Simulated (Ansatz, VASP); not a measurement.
Two plane-wave programs on Ta2Si

```
CELL_PARAMETERS angstrom
-2.94564 2.94564 2.72149
2.94564 -2.94564 2.72149
2.94564 2.94564 -2.72149
ATOMIC_POSITIONS crystal
Ta 0.66307 0.83693 0.50000
Ta 0.83693 0.33693 0.17387
Ta 0.33693 0.16307 0.50000
Ta 0.16307 0.66307 0.82613
Si 0.25000 0.25000 0.00000
Si 0.75000 0.75000 0.00000
```

Change from the starting cell: strain -0.040 along x and y, +0.080 along z, atoms carried along.

Alike in both runs: task single point; functional PBEsol; k mesh 12 × 12 × 12; occupations gaussian, width 0.15 eV; no spin polarisation.

|  | VASP | Ansatz |
| --- | --- | --- |
| version | VASP 6.6.1 | Ansatz 0.2.0 |
| potentials or method | VASP PAW PBE potentials, release 64 (Ta_pv, Si), cutoff 520 eV | scalar-relativistic, plane waves, PAW |
| valence electrons in the cell | 52 | 60 |

```csv
,VASP,Ansatz,Ansatz less VASP
gap on the k mesh at the Fermi level (eV),none,none,-
pressure (GPa),3.7,3.4,-0.33
"traceless stress, the component that is largest in VASP (GPa)",-14.39,-14.36,+0.023
rms of the force components (eV/Å),0.050,0.053,+0.0024
```

VASP's potentials were made for PBE, not for PBEsol. Atom by atom the forces differ by 0.002 eV/Å (rms over components). A gap of «none» marks a metal or a gap that the smearing closes. VASP's potentials hold 52 valence electrons a cell and Ansatz's 60, so a difference there can come from the potentials and not from the codes.

Neither program's run includes spin-orbit coupling.
